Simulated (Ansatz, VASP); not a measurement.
**Two plane-wave programs on Fe**

```
Fe
1.0
    -1.42750    1.42750    1.42750
     1.42750   -1.42750    1.42750
     1.42750    1.42750   -1.42750
Fe
1
Direct
  0.00000 0.00000 0.00000
```

Alike in both runs: task single point; functional PBE; k mesh 14 × 14 × 14; occupations fermi-dirac, width 0.1 eV; collinear spin.

|  | VASP | Ansatz |
| --- | --- | --- |
| version | VASP 6.6.1 | Ansatz 0.2.0 |
| potentials or method | VASP PAW PBE potentials, release 64 (Fe), cutoff 520 eV | PAW, plane waves, scalar-relativistic |
| valence electrons in the cell | 8 | 16 |

|  | VASP | Ansatz | Ansatz less VASP |
| --- | --- | --- | --- |
| pressure (GPa) | -4.4 | -4.5 | -0.03 |
| net moment per atom (μB) | 2.22 | 2.20 | -0.021 |
| size of the moment on the site where the two differ most (μB) | 2.23 | 2.25 | +0.027 |

Site moments also hang on the region over which each program counts them. With one functional, cell and mesh, what is left measures potentials, basis and numerics. VASP's potentials hold 8 valence electrons a cell and Ansatz's 16, so a difference there can come from the potentials and not from the codes.
